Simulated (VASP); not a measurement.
# Mg8O9 (a cell with a defect) in VASP: single point with PBE

Aim: the single point of Mg8O9 (a cell with a defect) with PBE.

All numbers are computed with VASP 6.6.1; they aren't measurements. Logs are shortened: lines on timing, memory, paths and dates and some standing lists are left out, and cuts for length are marked.

## Step 1: The cell of the first run

The cell holds a defect, 17 atoms: a = 6.234 Å, b = 6.234 Å, c = 6.234 Å, α = 60.00°, β = 60.00°, γ = 60.00°.

## Step 2: Single point, PBE, collinear spin

Contents of INCAR:

```
SYSTEM = Mg8O9
PREC = Accurate ; ENCUT = 520
EDIFF = 1E-6 ; ISMEAR = -1
SIGMA = 0.02 ; LREAL = Auto
LASPH = .TRUE. ; NELM = 150
ALGO = Normal ; ISIF = 2
LWAVE = .FALSE. ; LCHARG = .FALSE.
ISPIN = 2 ; MAGMOM = 0 0 0 0 0 0 0 0 0 0 0 0 0 0 0 0 1
LORBIT = 11 ; GGA = PE
NBANDS = 53
```

Contents of KPOINTS:

```
Automatic mesh
0
G
  2 2 2
  0 0 0
```

Contents of POSCAR:

```
Mg8O9
1.0
    0.0000000000      4.4080000000      4.4080000000
    4.4080000000      0.0000000000      4.4080000000
    4.4080000000      4.4080000000      0.0000000000
Mg O
8 9
Direct
    0.0124691385      0.0013974007     -0.0274543876
   -0.0138952334     -0.0099563283      0.4955379313
   -0.0147938671      0.5246805024     -0.0379991267
    0.0203642358      0.4925325402      0.4654746046
    0.4924102465      0.0223617112     -0.0081912660
    0.5271506692     -0.0099081864      0.4954944671
    0.5269562560      0.5248290736     -0.0381312186
    0.5002736317      0.5131888681      0.4849346322
    0.2547716565      0.1421936662      0.3471002594
    0.2565098986      0.2571902825      0.7285665265
    0.2565254181      0.7573208718      0.2285667824
    0.2563353123      0.7576971425      0.7283101036
    0.7564987708      0.2573844971      0.2285104565
    0.7564952365      0.2573589831      0.7285878339
    0.7564471177      0.7572780768      0.2286487443
    0.7565584315      0.7573059181      0.7284626375
    0.2583510407      0.3732285003      0.1090063196
```

Potentials or basis: VASP PAW PBE potentials, release 64 (Mg, O).

On the command line:

```sh
$ cat potpaw_PBE.64/Mg/POTCAR potpaw_PBE.64/O/POTCAR > POTCAR
$ mpirun -np 1 vasp_std > vasp.out
```

OUTCAR:

```text
SYSTEM = Mg8O9
   PREC = Accurate
   ENCUT = 520
   EDIFF = 1E-6
   ISMEAR = -1
   LREAL = Auto
   LASPH = .TRUE.
   NELM = 150
   ISIF = 2
   ISPIN = 2
   LORBIT = 11
   GGA = PE

 ion  position               nearest neighbor table
   1  0.012  0.001  0.973-  12 2.15  10 2.20  14 2.20  11 2.20  15 2.21  13 2.26   7 3.09   3 3.09
                             6 3.10   2 3.10   4 3.11   5 3.12   5 3.12   4 3.12   6 3.15   2 3.15
   2  0.986  0.990  0.496-   9 1.93  16 2.04  13 2.20  11 2.21  14 2.21  12 2.22   6 2.86   3 2.90
                             5 3.09   8 3.09   4 3.09   1 3.10   1 3.15   8 3.15   4 3.15   5 3.16
   3  0.985  0.525  0.962-  17 1.93  16 2.04  13 2.19  15 2.21  10 2.21  12 2.23   7 2.86   2 2.90
                             4 3.09   5 3.09   1 3.09   8 3.10   8 3.15   1 3.15   5 3.15   4 3.15
   4  0.020  0.493  0.465-   9 2.19  14 2.20  10 2.20  15 2.21  11 2.21  17 2.22  16 2.33   7 3.09
                             3 3.09   6 3.09   2 3.09   1 3.11   8 3.12   8 3.12   1 3.12   2 3.15
   5  0.492  0.022  0.992-  17 2.19  14 2.20  10 2.20  15 2.21  11 2.21   9 2.22  16 2.33   2 3.09
                             6 3.09   7 3.09   3 3.09   8 3.11   1 3.12   1 3.12   8 3.12   3 3.15
   6  0.527  0.990  0.495-   9 1.93  16 2.04  13 2.20  15 2.21  10 2.21  12 2.22   2 2.86   7 2.90
                             5 3.09   8 3.09   4 3.09   1 3.10   1 3.15   8 3.15   4 3.15   5 3.15
   7  0.527  0.525  0.962-  17 1.93  16 2.04  13 2.19  11 2.21  14 2.21  12 2.23   3 2.86   6 2.90
                             4 3.09   5 3.09   1 3.09   8 3.10   8 3.15   1 3.15   5 3.15   4 3.16
   8  0.500  0.513  0.485-  12 2.15  10 2.20  14 2.20  11 2.21  15 2.21  13 2.26   2 3.09   6 3.09
                             3 3.10   7 3.10   5 3.11   4 3.12   4 3.12   5 3.12   7 3.15   3 3.15
   9  0.255  0.142  0.347-  17 1.46   6 1.93   2 1.93   4 2.19   5 2.22
  10  0.257  0.257  0.729-   8 2.20   5 2.20   1 2.20   4 2.20   6 2.21   3 2.21
  11  0.257  0.757  0.229-   1 2.20   8 2.21   7 2.21   2 2.21   5 2.21   4 2.21
  12  0.256  0.758  0.728-   8 2.15   1 2.15   2 2.22   6 2.22   3 2.23   7 2.23
  13  0.756  0.257  0.229-   3 2.19   7 2.19   6 2.20   2 2.20   1 2.26   8 2.26
  14  0.756  0.257  0.729-   4 2.20   5 2.20   8 2.20   1 2.20   2 2.21   7 2.21
  15  0.756  0.757  0.229-   1 2.21   8 2.21   3 2.21   6 2.21   4 2.21   5 2.21
  16  0.757  0.757  0.728-   7 2.04   3 2.04   2 2.04   6 2.04   4 2.33   5 2.33
  17  0.258  0.373  0.109-   9 1.46   7 1.93   3 1.93   5 2.19   4 2.22

  LATTYP: Found a face centered cubic cell.
 ALAT       =     8.8160000000

  Lattice vectors:

 A1 = (   0.0000000000,   4.4080000000,   4.4080000000)
 A2 = (   4.4080000000,   0.0000000000,   4.4080000000)
 A3 = (   4.4080000000,   4.4080000000,   0.0000000000)

Analysis of symmetry for initial positions (statically):
=====================================================================
 Subroutine PRICEL returns:
 Original cell was already a primitive cell.

 Routine SETGRP: Setting up the symmetry group for a
 face centered cubic supercell.

 Subroutine GETGRP returns: Found  1 space group operations
 (whereof  1 operations were pure point group operations)
 out of a pool of 48 trial point group operations.

The static configuration has the point symmetry C_1 .

Analysis of symmetry for dynamics (positions and initial velocities):
=====================================================================
 Subroutine PRICEL returns:
 Original cell was already a primitive cell.

 Routine SETGRP: Setting up the symmetry group for a
 face centered cubic supercell.

 Subroutine GETGRP returns: Found  1 space group operations
 (whereof  1 operations were pure point group operations)
 out of a pool of 48 trial point group operations.

The dynamic configuration has the point symmetry C_1 .

Analysis of structural, dynamic, and magnetic symmetry:
=====================================================================
 Subroutine PRICEL returns:
 Original cell was already a primitive cell.

 Routine SETGRP: Setting up the symmetry group for a
 face centered cubic supercell.

 Subroutine GETGRP returns: Found  1 space group operations
 (whereof  1 operations were pure point group operations)
 out of a pool of 48 trial point group operations.

The overall configuration has the point symmetry C_1 .

 Subroutine INISYM returns: Found  1 space group operations
 (whereof  1 operations are pure point group operations),
 and found     1 'primitive' translations

----------------------------------------------------------------------------------------

                                     Primitive cell

  volume of cell :     171.2990

[... 97 lines left out ...]
   LSORBIT =      F    spin-orbit coupling
   LASPH  =      T    aspherical Exc in radial PAW
   ENCUT  =  520.0 eV  38.22 Ry    6.18 a.u.  11.59 11.59 11.59*2*pi/ulx,y,z
   NELM   =    150;   NELMIN=  2; NELMDL= -5     # of ELM steps
   EDIFF  = 0.1E-05   stopping-criterion for ELM
   LREAL  =      T    real-space projection
   EDIFFG = 0.1E-04   stopping-criterion for IOM
   NSW    =      0    number of steps for IOM
   IBRION =     -1    ionic relax: 0-MD 1-quasi-New 2-CG
   NFREE  =      0    steps in history (QN), initial steepest desc. (CG)
   ISIF   =      2    stress and relaxation
   ISYM   =      2    0-nonsym 1-usesym 2-fastsym
   POTIM  = 0.5000    time-step for ionic-motion
   TEBEG  =    0.0;   TEEND  =   0.0 temperature during run
   PSTRESS=    0.0 pullay stress
   NELECT =      70.0000    total number of electrons
   NUPDOWN=      -1.0000    fix difference up-down
   EMIN   =  10.00;   EMAX   =-10.00  energy-range for DOS
   EFERMI =   0.00;   METHOD = LEGACY
   ISMEAR =    -1;   SIGMA  =   0.02  broadening in eV -4-tet -1-fermi 0-gaus
   EFERMI_NEDOS =   21; number of points for ismear=-14 and -15
   IALGO  =     38    algorithm
   IMIX   =      4    mixing-type and parameters
     AMIX     =   0.40;   BMIX     =  1.00
     AMIX_MAG =   1.60;   BMIX_MAG =  1.00
  volume/ion in A,a.u.               =      10.08        68.00
  Fermi-wavevector in a.u.,A,eV,Ry     =   1.214850  2.295733 20.080295  1.475860
  Thomas-Fermi vector in A             =   2.350256
   LORBIT       =     11    0 simple, 1 ext, 2 COOP (PROOUT), +10 PAW based schemes
   GGA     = PE    functional components
   LHFCALC =     F    Hartree Fock is set to
   AEXX    =    0.0000 exact exchange contribution
   IVDW    =     0    specifies the selected vdW correction
   LEPSILON=     F    determine dielectric tensor
   LRPA    =     F    only Hartree local field effects (RPA)
 spin polarized calculation
  energy-cutoff  :      520.00
  volume of cell :      171.30
 maximum number of plane-waves:      4645
 NGX is ok and might be reduce to    48
   NGX = 23   NGY = 23   NGZ = 23

 number of electron      70.0000011 magnetization       0.0000054

 number of electron      70.0000011 magnetization      -0.0000008

 Free energy of the ion-electron system (eV)
  ---------------------------------------------------
  ext. energy  EPLUGINS =         0.00000000
  ---------------------------------------------------
  free energy    TOTEN  =       -97.49009275 eV

  energy without entropy =      -97.49009275  energy(sigma->0) =      -97.49009275

 E-fermi :   3.8885     XC(G=0): -10.6762

 val. band max:        3.3688179004   @ k =   0.0000   0.5000   0.5000
 cond. band min:       6.3657132382   @ k =   0.0000   0.0000   0.0000
 fundamental gap:      2.9968953378
 Fermi energy:         3.8884788016

 spin component 1

 k-point     1 :       0.0000    0.0000    0.0000
  band No.  band energies     occupation
      1     -18.4881      1.00000
      2     -14.2096      1.00000
      3     -13.3682      1.00000
      4     -12.9520      1.00000
      5     -12.8882      1.00000
      6     -12.8863      1.00000
[... 389 lines left out ...]
     46      13.2108      0.00000
     47      13.2934      0.00000
 Fermi energy:         3.8884788016

 spin component 2

 k-point     1 :       0.0000    0.0000    0.0000
  band No.  band energies     occupation
      1     -18.4881      1.00000
      2     -14.2096      1.00000
      3     -13.3682      1.00000
      4     -12.9520      1.00000
      5     -12.8882      1.00000
      6     -12.8863      1.00000
[... 389 lines left out ...]
     46      13.2108      0.00000
     47      13.2934      0.00000
 [bands above 47 left out]

------------------------ aborting loop because EDIFF is reached ----------------------------------------

  FORCE on cell =-STRESS in cart. coord.  units (eV):
  Direction    XX          YY          ZZ          XY          YZ          ZX
  --------------------------------------------------------------------------------------
  -------------------------------------------------------------------------------------
  Total       -7.9537225     -1.5275175     -1.5199434      0.1957518     -1.4506014     -0.1953653
  in kB      -74.3920052    -14.2870322    -14.2161909      1.8308874    -13.5676279     -1.8272727
  external PRESSURE =     -34.2984094 kB  Pullay stress =       0.0000000 kB

 VOLUME and BASIS-vectors are now :
 -----------------------------------------------------------------------------
  energy-cutoff  :      520.00
  volume of cell :      171.30
      direct lattice vectors                 reciprocal lattice vectors
     0.000000000  4.408000000  4.408000000    -0.113430127  0.113430127  0.113430127
     4.408000000  0.000000000  4.408000000     0.113430127 -0.113430127  0.113430127
     4.408000000  4.408000000  0.000000000     0.113430127  0.113430127 -0.113430127

 POSITION                                       TOTAL-FORCE (eV/Angst)
 -----------------------------------------------------------------------------------
      4.29314      4.34195      0.06112        -0.003790     -0.002151      0.001930
      6.54844      6.53108      8.71086        -0.001407      0.008643      0.021180
      6.55329      8.58329      6.65558        -0.005774      0.018686      0.018157
      4.22290      2.14158      2.26085        -0.001317     -0.001686      0.002346
      4.47046      6.54244      2.26911        -0.003612     -0.001465     -0.001683
      6.54846      4.50782      6.68800        -0.001281     -0.018067     -0.008396
[... 9 lines left out ...]
      6.54927      6.54597      6.67311         0.003293      0.000553     -0.001003
      2.12569      1.61931      2.78400         0.006329     -0.151077      0.145725
 -----------------------------------------------------------------------------------
    total drift:                                0.016615      0.012879     -0.006443

  FREE ENERGIE OF THE ION-ELECTRON SYSTEM (eV)
  ---------------------------------------------------
  free  energy   TOTEN  =       -97.4900927478 eV

  energy  without entropy=      -97.4900927478  energy(sigma->0) =      -97.49009275

 total charge

# of ion       s       p       d       tot
------------------------------------------
    1        0.132   0.142   0.057   0.331
    2        0.146   0.172   0.075   0.393
    3        0.146   0.172   0.075   0.393
    4        0.126   0.137   0.058   0.321
    5        0.126   0.137   0.058   0.321
    6        0.146   0.172   0.075   0.393
[... 9 lines left out ...]
   16        1.543   3.547   0.000   5.090
   17        1.585   3.478   0.000   5.064
--------------------------------------------------
tot         15.060  32.687   0.530  48.277

 magnetization (x)

# of ion       s       p       d       tot
------------------------------------------
    1        0.000   0.000   0.000   0.000
    2        0.000   0.000  -0.000   0.000
    3        0.000   0.000   0.000   0.000
    4        0.000  -0.000  -0.000  -0.000
    5        0.000  -0.000  -0.000  -0.000
    6        0.000   0.000  -0.000   0.000
[... 9 lines left out ...]
   16       -0.000  -0.000   0.000  -0.000
   17       -0.000  -0.000   0.000  -0.000
--------------------------------------------------
tot          0.000   0.000   0.000   0.000
```

Wall time 6 min (1 thread of Intel Xeon Platinum 8259CL at 2.50GHz (Skylake/Cascade Lake), shared host); peak memory 0.43 GiB.

What came out:

```
Free energy                                           : -97.4901 eV
Pressure                                              : -3.4 GPa
Largest force                                         : 0.216 eV/Å
Band gap on the k mesh                                : 3.00 eV
Net moment                                            : 0.00 μB per cell
Valence electrons inside the program's atomic spheres : Mg 0.33, 0.39, 0.32 (each value once); O 5.06, 5.03, 5.04, 5.02, 5.09 (each value once)
```

Forces on the atoms (eV/Å):
```
Mg  -0.004 -0.002  0.002
Mg  -0.001  0.009  0.021
Mg  -0.006  0.019  0.018
Mg  -0.001 -0.002  0.002
Mg  -0.004 -0.001 -0.002
Mg  -0.001 -0.018 -0.008
Mg  -0.006 -0.015 -0.022
Mg   0.003 -0.001  0.003
O    0.003  0.152 -0.153
O    0.004  0.001  0.002
O    0.001  0.002 -0.002
O    0.000  0.005 -0.003
O    0.003  0.002 -0.002
O   -0.001  0.001 -0.002
O    0.001  0.000  0.000
O    0.003  0.001 -0.001
O    0.006 -0.151  0.146
```

Levels at points of the mesh, in eV from the valence-band top:
Spin up:
```csv
k point,band 33,band 34,band 35,band 36,band 37,band 38
"(0.00, 0.00, 0.00)",-0.86,-0.83,-0.76,3.00,5.22,6.07
"(0.50, 0.00, 0.00)",-1.03,-1.00,-0.18,5.02,5.20,5.72
"(0.00, 0.50, 0.00)",-0.91,-0.71,-0.56,4.15,5.35,5.41
"(0.00, 0.00, 0.50)",-0.87,-0.76,-0.46,4.12,5.38,5.38
"(0.50, 0.50, 0.50)",-1.03,-1.00,-0.18,5.02,5.20,5.72
"(0.50, 0.50, 0.00)",-0.99,-0.62,-0.44,4.21,6.12,6.20
"(0.00, 0.50, 0.50)",-1.12,-0.48,0.00,5.18,6.01,6.30
"(0.50, 0.00, 0.50)",-0.99,-0.62,-0.44,4.21,6.12,6.20
```
Spin down:
```
           k point  band 31  band 32  band 33  band 34  band 35  band 36  band 37  band 38  band 39  band 40
(0.00, 0.00, 0.00)    -1.12    -1.11    -0.86    -0.83    -0.76     3.00     5.22     6.07     6.22     6.63
(0.50, 0.00, 0.00)    -1.15    -1.06    -1.03    -1.00    -0.18     5.02     5.20     5.72     7.63     7.80
(0.00, 0.50, 0.00)    -1.12    -1.06    -0.91    -0.71    -0.56     4.15     5.35     5.41     7.86     7.89
(0.00, 0.00, 0.50)    -1.12    -1.07    -0.87    -0.76    -0.46     4.12     5.38     5.38     7.87     7.90
(0.50, 0.50, 0.50)    -1.15    -1.06    -1.03    -1.00    -0.18     5.02     5.20     5.72     7.63     7.80
(0.50, 0.50, 0.00)    -1.32    -1.11    -0.99    -0.62    -0.44     4.21     6.12     6.20     7.57     7.68
(0.00, 0.50, 0.50)    -1.33    -1.24    -1.12    -0.48     0.00     5.18     6.01     6.30     7.33     7.50
(0.50, 0.00, 0.50)    -1.32    -1.11    -0.99    -0.62    -0.44     4.21     6.12     6.20     7.57     7.68
```

Caveat: the k points lie up to 0.62 Å⁻¹ apart.
